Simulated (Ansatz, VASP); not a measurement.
Two plane-wave programs on NaF

```
Na F
1.0
     3.86806    0.00000    0.00000
    -1.93403    3.34984    0.00000
     0.00000    0.00000    4.55138
Na F
2 2
Direct
  0.33333 0.66667 0.93750
  0.66667 0.33333 0.43750
  0.33333 0.66667 0.43750
  0.66667 0.33333 0.93750
```

Alike in both runs: task single point; functional r2SCAN; k mesh 12 × 12 × 6; no spin polarisation.

```csv
,VASP,Ansatz
version,VASP 6.6.1,Ansatz 0.2.0
potentials or method,"VASP PAW PBE potentials, release 64 (Na_pv, F)","plane waves, PAW"
plane-wave cutoff (eV),520,500
occupations,"gaussian, width 0.01 eV",fixed
valence electrons in the cell,28,32
```

```tsv
	VASP	Ansatz	Ansatz less VASP
gap on the k mesh at the Fermi level (eV)	6.35	6.34	-0.014
pressure (GPa)	-0.5	0.0	+0.52
```

VASP's potentials were made for PBE, not for r2SCAN. VASP's potentials hold 28 valence electrons a cell and Ansatz's 32, so a difference there can come from the potentials and not from the codes.
